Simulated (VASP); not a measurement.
# PtS2 (P1) in VASP: single point with PBEsol

Aim: the single point of PtS2 with PBEsol.

All numbers are computed with VASP 6.6.1; they aren't measurements. Logs are shortened: lines on timing, memory, paths and dates and some standing lists are left out, and cuts for length are marked.

**1. The cell of the first run**

The typed cell holds 3 atoms: a = 3.543 Å, b = 3.543 Å, c = 5.039 Å, α = 90.00°, β = 90.00°, γ = 120.00°.

**2. Single point, PBEsol (atom 2 (S) moved by (-0.200, +0.000) A along x and y)**

Input file INCAR:

```
PREC = Accurate ; ENCUT = 520
EDIFF = 1E-7 ; ISMEAR = 0
SIGMA = 0.05 ; LREAL = False
LASPH = True ; NELM = 60
ALGO = Normal ; ISIF = 2
LWAVE = False ; LCHARG = False
GGA = PS ; NBANDS = 18
```

Input file KPOINTS:

```
Automatic mesh
0
Gamma
  12 12 8
```

Input file POSCAR:

```
PtS2
1.0
    3.5431994758      0.0000000000      0.0000000000
   -1.7715997379      3.0685007567      0.0000000000
    0.0000000000      0.0000000000      5.0388000000
Pt S
1 2
Direct
    0.0000000000      0.0000000000      0.0000000000
    0.2768871746      0.6666666667      0.2500000000
    0.6666666667      0.3333333333      0.7500000000
```

Potentials or basis: VASP PAW PBE potentials, release 64 (Pt, S).

The run is started by

```sh
> cat potpaw_PBE.64/Pt/POTCAR potpaw_PBE.64/S/POTCAR > POTCAR
> mpirun -np 1 vasp_std > vasp.out
```

OUTCAR:

```text
PREC = Accurate
   ENCUT = 520
   EDIFF = 1E-7
   ISMEAR = 0
   LREAL = False
   LASPH = True
   NELM = 60
   ISIF = 2
   GGA = PS

 ion  position               nearest neighbor table
   1  0.000  0.000  0.000-   2 2.26   3 2.40   3 2.40   3 2.40   2 2.41   2 2.55
   2  0.277  0.667  0.250-   1 2.26   1 2.41   1 2.55
   3  0.667  0.333  0.750-   1 2.40   1 2.40   1 2.40

  LATTYP: Found a hexagonal cell.
 ALAT       =     3.5431994758
 C/A-ratio  =     1.4221045229

  Lattice vectors:

 A1 = (   3.5431994758,   0.0000000000,   0.0000000000)
 A2 = (  -1.7715997379,   3.0685007567,   0.0000000000)
 A3 = (   0.0000000000,   0.0000000000,   5.0388000000)

Analysis of symmetry for initial positions (statically):
=====================================================================
 Subroutine PRICEL returns:
 Original cell was already a primitive cell.

 Routine SETGRP: Setting up the symmetry group for a
 hexagonal supercell.

 Subroutine GETGRP returns: Found  1 space group operations
 (whereof  1 operations were pure point group operations)
 out of a pool of 24 trial point group operations.

The static configuration has the point symmetry C_1 .

Analysis of symmetry for dynamics (positions and initial velocities):
=====================================================================
 Subroutine PRICEL returns:
 Original cell was already a primitive cell.

 Routine SETGRP: Setting up the symmetry group for a
 hexagonal supercell.

 Subroutine GETGRP returns: Found  1 space group operations
 (whereof  1 operations were pure point group operations)
 out of a pool of 24 trial point group operations.

The dynamic configuration has the point symmetry C_1 .

 Subroutine INISYM returns: Found  1 space group operations
 (whereof  1 operations are pure point group operations),
 and found     1 'primitive' translations

----------------------------------------------------------------------------------------

                                     Primitive cell

  volume of cell :      54.7834

  direct lattice vectors                    reciprocal lattice vectors
     3.543199476  0.000000000  0.000000000     0.282230794  0.162946025  0.000000000
    -1.771599738  3.068500757  0.000000000     0.000000000  0.325892049  0.000000000
     0.000000000  0.000000000  5.038800000     0.000000000  0.000000000  0.198459951

  length of vectors
     3.543199476  3.543199476  5.038800000     0.325892049  0.325892049  0.198459951

  position of ions in fractional coordinates (direct lattice)
     0.000000000  0.000000000  0.000000000
     0.276887175  0.666666667  0.250000000
     0.666666667  0.333333333  0.750000000

  ion indices of the primitive-cell ions
   primitive index   ion index
                 1           1
                 2           2
                 3           3

----------------------------------------------------------------------------------------

 KPOINTS: Automatic mesh

Automatic generation of k-mesh.
 Grid dimensions read from file:
 generate k-points for:   12   12    8

 Generating k-lattice:

  Cartesian coordinates                     Fractional coordinates (reciprocal lattice)
     0.023519233  0.013578835  0.000000000     0.083333333  0.000000000  0.000000000
     0.000000000  0.027157671  0.000000000     0.000000000  0.083333333  0.000000000
     0.000000000  0.000000000  0.024807494     0.000000000  0.000000000  0.125000000

  Length of vectors
     0.027157671  0.027157671  0.024807494

  Shift w.r.t. Gamma in fractional coordinates (k-lattice)
     0.000000000  0.000000000  0.000000000

 Subroutine IBZKPT returns following result:
 ===========================================

 Found    580 irreducible k-points:

 Following reciprocal coordinates:
            Coordinates               Weight
  0.000000  0.000000  0.000000      1.000000
  0.083333  0.000000  0.000000      2.000000
  0.000000  0.083333  0.000000      2.000000
 -0.083333  0.083333  0.000000      2.000000
  0.166667  0.000000  0.000000      2.000000
  0.000000  0.166667  0.000000      2.000000
[... 16 lines left out ...]
  0.166667  0.083333  0.000000      2.000000
 -0.083333  0.250000  0.000000      2.000000
 [... further k-points ...]
   k-points           NKPTS =    580   k-points in BZ     NKDIM =    580   number of bands    NBANDS=     18
   number of dos      NEDOS =    301   number of ions     NIONS =      3
   total plane-waves  NPLWV =  31360
   dimension x,y,z NGX =    28 NGY =   28 NGZ =   40
   dimension x,y,z NGXF=    56 NGYF=   56 NGZF=   80
   ions per type =               1   2
   NGX,Y,Z   is equivalent  to a cutoff of  13.14, 13.14, 13.20 a.u.
   NGXF,Y,Z  is equivalent  to a cutoff of  26.28, 26.28, 26.39 a.u.
 SYSTEM =  unknown system
   PREC   = accura    normal or accurate (medium, high low for compatibility)
   ISTART =      0    job   : 0-new  1-cont  2-samecut
   ICHARG =      2    charge: 1-file 2-atom 10-const
   ISPIN  =      1    spin polarized calculation?
   LNONCOLLINEAR =      F non collinear calculations
   LSORBIT =      F    spin-orbit coupling
   LASPH  =      T    aspherical Exc in radial PAW
   ENCUT  =  520.0 eV  38.22 Ry    6.18 a.u.   6.59  6.59  9.37*2*pi/ulx,y,z
   NELM   =     60;   NELMIN=  2; NELMDL= -5     # of ELM steps
   EDIFF  = 0.1E-06   stopping-criterion for ELM
   LREAL  =      F    real-space projection
   EDIFFG = 0.1E-05   stopping-criterion for IOM
   NSW    =      0    number of steps for IOM
   IBRION =     -1    ionic relax: 0-MD 1-quasi-New 2-CG
   NFREE  =      0    steps in history (QN), initial steepest desc. (CG)
   ISIF   =      2    stress and relaxation
   ISYM   =      2    0-nonsym 1-usesym 2-fastsym
   POTIM  = 0.5000    time-step for ionic-motion
   TEBEG  =    0.0;   TEEND  =   0.0 temperature during run
   PSTRESS=    0.0 pullay stress
   NELECT =      22.0000    total number of electrons
   NUPDOWN=      -1.0000    fix difference up-down
   EMIN   =  10.00;   EMAX   =-10.00  energy-range for DOS
   EFERMI =   0.00;   METHOD = LEGACY
   ISMEAR =     0;   SIGMA  =   0.05  broadening in eV -4-tet -1-fermi 0-gaus
   EFERMI_NEDOS =   21; number of points for ismear=-14 and -15
   IALGO  =     38    algorithm
   IMIX   =      4    mixing-type and parameters
     AMIX     =   0.40;   BMIX     =  1.00
     AMIX_MAG =   1.60;   BMIX_MAG =  1.00
  volume/ion in A,a.u.               =      18.26       123.23
  Fermi-wavevector in a.u.,A,eV,Ry     =   1.207812  2.282434 19.848319  1.458810
  Thomas-Fermi vector in A             =   2.343439
   LORBIT       =      0    0 simple, 1 ext, 2 COOP (PROOUT), +10 PAW based schemes
   GGA     = PS    functional components
   LHFCALC =     F    Hartree Fock is set to
   AEXX    =    0.0000 exact exchange contribution
   IVDW    =     0    specifies the selected vdW correction
   LEPSILON=     F    determine dielectric tensor
   LRPA    =     F    only Hartree local field effects (RPA)
 non-spin polarized calculation
 Gauss-broadening in eV      SIGMA  =   0.05
  energy-cutoff  :      520.00
  volume of cell :       54.78
 maximum number of plane-waves:      1507
   NGX = 13   NGY = 13   NGZ = 19

 number of electron      22.0000000 magnetization

 Free energy of the ion-electron system (eV)
  ---------------------------------------------------
  ext. energy  EPLUGINS =         0.00000000
  ---------------------------------------------------
  free energy    TOTEN  =       -16.79414364 eV

  energy without entropy =      -16.79414364  energy(sigma->0) =      -16.79414364

 E-fermi :   6.9243     XC(G=0): -10.8815

 val. band max:        6.7557326571   @ k =   0.0000   0.0000   0.0000
 cond. band min:       7.1001368410   @ k =   0.3333  -0.0833  -0.2500
 fundamental gap:      0.3444041838
 Fermi energy:         6.9243074851

 k-point     1 :       0.0000    0.0000    0.0000
  band No.  band energies     occupation
      1      -8.5350      2.00000
      2      -5.6600      2.00000
      3      -0.4093      2.00000
      4       0.1590      2.00000
      5       0.4332      2.00000
      6       2.8122      2.00000
[... 10 lines left out ...]
     17      15.1202      0.00000
     18      18.9136      0.00000

 k-point     2 :       0.0833    0.0000    0.0000
  band No.  band energies     occupation
      1      -8.4508      2.00000
      2      -5.6911      2.00000
      3      -0.3241      2.00000
      4       0.2005      2.00000
      5       0.4761      2.00000
      6       2.7276      2.00000
[... 10 lines left out ...]
     17      15.3364      0.00000
     18      18.1528      0.00000

 k-point     3 :       0.0000    0.0833    0.0000
  band No.  band energies     occupation
      1      -8.4472      2.00000
      2      -5.6972      2.00000
      3      -0.3123      2.00000
      4       0.2113      2.00000
      5       0.4863      2.00000
      6       2.6380      2.00000
[... 10 lines left out ...]
     17      15.2342      0.00000
     18      17.7543      0.00000

 k-point     4 :      -0.0833    0.0833    0.0000
  band No.  band energies     occupation
      1      -8.4448      2.00000
      2      -5.7030      2.00000
      3      -0.3037      2.00000
      4       0.2266      2.00000
      5       0.5000      2.00000
      6       2.6450      2.00000
[... 375 lines left out ...]
      4       0.3213      2.00000
      5       0.5914      2.00000
      6       2.5165      2.00000
[... 10 lines left out ...]
     17      15.5741      0.00000
     18      16.7857      0.00000

 k-point    23 :       0.1667    0.0833    0.0000
  band No.  band energies     occupation
      1      -7.9790      2.00000
      2      -5.8516      2.00000
      3       0.0933      2.00000
      4       0.4033      2.00000
      5       0.7362      2.00000
      6       2.1076      2.00000
[... 10 lines left out ...]
     17      15.9792      0.00000
     18      16.1411      0.00000

 k-point    24 :      -0.0833    0.2500    0.0000
  band No.  band energies     occupation
      1      -7.9422      2.00000
      2      -5.9039      2.00000
      3       0.2488      2.00000
      4       0.5569      2.00000
      5       0.8043      2.00000
      6       1.8751      2.00000
[... 10 lines left out ...]
     17      15.4652      0.00000
     18      16.3453      0.00000

 [... further k-points ...]

------------------------ aborting loop because EDIFF is reached ----------------------------------------

  FORCE on cell =-STRESS in cart. coord.  units (eV):
  Direction    XX          YY          ZZ          XY          YZ          ZX
  --------------------------------------------------------------------------------------
  -------------------------------------------------------------------------------------
  Total       -0.0680799     -0.4714087     -1.0040226     -1.0282313     -0.4305269      2.0728048
  in kB       -1.9910432    -13.7866645    -29.3633166    -30.0713173    -12.5910484     60.6205726
  external PRESSURE =     -15.0470081 kB  Pullay stress =       0.0000000 kB

 VOLUME and BASIS-vectors are now :
 -----------------------------------------------------------------------------
  energy-cutoff  :      520.00
  volume of cell :       54.78
      direct lattice vectors                 reciprocal lattice vectors
     3.543199476  0.000000000  0.000000000     0.282230794  0.162946025  0.000000000
    -1.771599738  3.068500757  0.000000000     0.000000000  0.325892049  0.000000000
     0.000000000  0.000000000  5.038800000     0.000000000  0.000000000  0.198459951

 POSITION                                       TOTAL-FORCE (eV/Angst)
 -----------------------------------------------------------------------------------
      0.00000      0.00000      0.00000        -1.597029      0.281150     -0.351966
     -0.20000      2.04567      1.25970         1.715665     -0.314586     -0.175791
      1.77160      1.02283      3.77910        -0.118636      0.033436      0.527758
 -----------------------------------------------------------------------------------
    total drift:                               -0.000061     -0.000009     -0.000032

  FREE ENERGIE OF THE ION-ELECTRON SYSTEM (eV)
  ---------------------------------------------------
  free  energy   TOTEN  =       -16.7941436383 eV

  energy  without entropy=      -16.7941436375  energy(sigma->0) =      -16.79414364
```

Wall time 5 min (1 thread of Intel Xeon 6975P-C (Granite Rapids), shared host); peak memory 0.61 GiB.

What came out:

- Free energy: -16.7941 eV
- Pressure: -1.5 GPa
- Largest force: 1.753 eV/Å
- Band gap on the k mesh: 0.34 eV (least direct gap 0.49 eV)

Forces on the atoms (eV/Å):
```
Pt  -1.597  0.281 -0.352
S    1.716 -0.315 -0.176
S   -0.119  0.033  0.528
```

Levels at points of the mesh, in eV from the valence-band top:
| k point | band 7 | band 8 | band 9 | band 10 | band 11 | band 12 | band 13 | band 14 | band 15 | band 16 |
| --- | --- | --- | --- | --- | --- | --- | --- | --- | --- | --- |
| (0.00, 0.00, 0.00) | -3.83 | -2.30 | -1.23 | -0.76 | 0.00 | 1.49 | 2.07 | 4.44 | 5.14 | 7.67 |
| (0.50, 0.00, 0.00) | -3.31 | -3.25 | -3.03 | -2.85 | -2.45 | 0.94 | 2.61 | 5.55 | 6.38 | 7.99 |
| (0.00, 0.50, 0.00) | -3.59 | -3.27 | -3.10 | -2.96 | -2.40 | 1.25 | 2.25 | 5.40 | 6.23 | 7.77 |
| (0.50, 0.50, 0.00) | -3.75 | -3.32 | -3.15 | -3.01 | -2.46 | 1.56 | 2.19 | 5.09 | 6.12 | 7.43 |
| (0.00, 0.00, 0.50) | -3.86 | -2.87 | -1.50 | -1.30 | -1.12 | 2.22 | 2.57 | 5.44 | 6.86 | 7.61 |
| (0.50, 0.00, 0.50) | -3.23 | -3.08 | -2.72 | -2.51 | -1.22 | 1.53 | 2.15 | 4.58 | 4.91 | 7.17 |
| (0.00, 0.50, 0.50) | -3.43 | -3.19 | -2.85 | -2.36 | -1.38 | 1.19 | 2.14 | 4.87 | 5.11 | 7.24 |
| (0.50, 0.50, 0.50) | -3.48 | -3.20 | -2.90 | -2.50 | -1.67 | 1.16 | 2.05 | 5.22 | 5.35 | 7.42 |

Caveat: the cell differs from its parent crystal (atom 2 (S) moved by (-0.200, +0.000) A along x and y); the PAW data sets were made with another functional, which shifts forces and pressure a little; spin-orbit coupling is left out, which moves the levels of the heavy elements. A k mesh can miss the band edges.
